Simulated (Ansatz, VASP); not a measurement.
## One calculation of ZnS, two programs

The input POSCAR:

```
ZnS
1.0
    0.0000000000      2.6581432320      2.6581432320
    2.6581432320      0.0000000000      2.6581432320
    2.6581432320      2.6581432320      0.0000000000
Zn S
1 1
Direct
    0.0000000000      0.0000000000      0.0000000000
    0.7500000000      0.7500000000      0.7500000000
```

File INCAR.step1:

```
SYSTEM = ZnS
ALGO = Normal
EDIFF = 1E-4
ENCUT = 520
GGA = PE
ISMEAR = 0
LASPH = .True.
LCHARG = .False.
LREAL = .False.
LWAVE = .True.
NBANDS = 16
NELM = 80
PREC = Accurate
SIGMA = 0.05
```

File INCAR.step2:

```
SYSTEM = ZnS
ALGO = Normal
EDIFF = 1E-6
ENCUT = 520
ISIF = 2
ISMEAR = 0
ISTART = 1
LASPH = .True.
LCHARG = .False.
LMIXTAU = .True.
LREAL = .False.
LWAVE = .False.
METAGGA = R2SCAN
NBANDS = 16
NELM = 80
PREC = Accurate
SIGMA = 0.05
```

KPOINTS

```
k-points
0
Gamma
  8 8 8
  0 0 0
```

Input for Ansatz:

```yaml
crystal:
  lattice:
    - [0.0, 2.658143232, 2.658143232]
    - [2.658143232, 0.0, 2.658143232]
    - [2.658143232, 2.658143232, 0.0]
  atoms:
    - { symbol: Zn, position: [0.0, 0.0, 0.0] }
    - { symbol: S, position: [0.75, 0.75, 0.75] }
basis:
  ecutwfc: 500
  ecutrho_ratio: 4
kpoints:
  mp_grid: { grid: [8, 8, 8] }
hamiltonian:
  xc: r2scan
scf:
  occupations: { method: gaussian, width: 0.05 }
output:
  forces: true
  stress: true
  eigenvalues: true
```

Alike in both runs: task single point; functional r2SCAN; k mesh 8 × 8 × 8; occupations gaussian, width 0.05 eV; no spin polarisation.

|  | VASP | Ansatz |
| --- | --- | --- |
| version | VASP 6.6.1 | Ansatz 0.2.0 |
| potentials or method | VASP PAW PBE potentials, release 64 (Zn, S), cutoff 520 eV | scalar-relativistic, plane waves, PAW |
| valence electrons in the cell | 18 | 18 |

|  | VASP | Ansatz | Ansatz less VASP |
| --- | --- | --- | --- |
| gap on the k mesh at the Fermi level (eV) | 2.91 | 2.89 | -0.014 |
| least direct gap on the mesh (eV) | 2.91 | 2.89 | -0.014 |
| pressure (GPa) | 3.5 | 3.5 | -0.01 |

VASP's potentials were made for PBE, not for r2SCAN.
